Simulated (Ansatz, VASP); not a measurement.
AlCu: VASP beside Ansatz

```
Cu Al
1.0
     0.00000    2.52547    2.52547
     2.52547    0.00000    2.52547
     2.52547    2.52547    0.00000
Cu Al
1 1
Direct
  0.00000 0.00000 0.00000
  0.50000 0.50000 0.50000
```

Alike in both runs: functional PBE; k mesh 14 × 14 × 14; occupations fermi-dirac, width 0.05 eV; no spin polarisation.

Ansatz relaxed the structure, and its values are those at the end. VASP's run is a single point on that final structure, the one shown.

|  | VASP | Ansatz |
| --- | --- | --- |
| version | VASP 6.6.1 | Ansatz 0.2.0 |
| potentials or method | VASP PAW PBE potentials, release 64 (Cu, Al) | PAW with Ansatz's default frozen-core files, scalar-relativistic |
| plane-wave cutoff (eV) | 520 | 420 |
| valence electrons in the cell | 14 | 22 |

|  | VASP | Ansatz | Ansatz less VASP |
| --- | --- | --- | --- |
| pressure (GPa) | 0.1 | 0.0 | -0.15 |

VASP's potentials hold 14 valence electrons a cell and Ansatz's 22, so a difference there can come from the potentials and not from the codes.
